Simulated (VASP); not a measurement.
## Cs4Au: single point with PBE

Cs4Au:

```
Cs Au
1.0
    -4.60454    4.60454    4.60454
     4.60454   -4.60454    4.60454
     4.60454    4.60454   -4.60454
Cs Au
4 1
Direct
  0.00000 0.00000 0.50000
  0.50000 0.00000 0.00000
  0.00000 0.50000 0.00000
  0.50000 0.50000 0.50000
  0.00000 0.00000 0.00000
```

The cell was generated, and may not be a known phase.

| Quantity | Value |
| --- | --- |
| Program | VASP 6.6.1 |
| Task | single point |
| Functional | PBE |
| Potentials or basis | VASP PAW PBE potentials, release 64 (Cs_sv, Au) |
| Cutoff | 520 eV |
| k mesh | 6 × 6 × 6 |
| Occupations | gaussian, width 0.1 eV |
| Spin | no spin polarisation |
| Dipole correction | no |
| Further INCAR settings | ALGO = Fast; EDIFF = 1e-07; NBANDS = 32 |

```json
{"Pressure": "0.0 GPa", "Band gap on the k mesh": "zero (an odd number of electrons rules out a gap without spin polarisation)"}
```

Levels at points of the mesh, in eV from the Fermi level:
```csv
k point,band 20,band 21,band 22,band 23,band 24,band 25,band 26,band 27
"(0.00, 0.00, 0.00)",-3.47,-3.47,-3.45,-1.07,0.25,0.25,1.57,1.57
"(0.50, 0.00, 0.00)",-3.45,-3.43,-3.00,-0.67,-0.01,0.47,0.78,1.12
"(0.50, 0.50, 0.50)",-3.42,-3.42,-2.65,-0.26,-0.26,-0.26,0.72,0.72
```

Run time: 8.3 min on 1 thread of Oxide Virtual Turin-like Processor, with other jobs on the host, peak memory 0.56 GiB.

Caveat: spin-orbit coupling is left out, which moves the levels of the heavy elements.
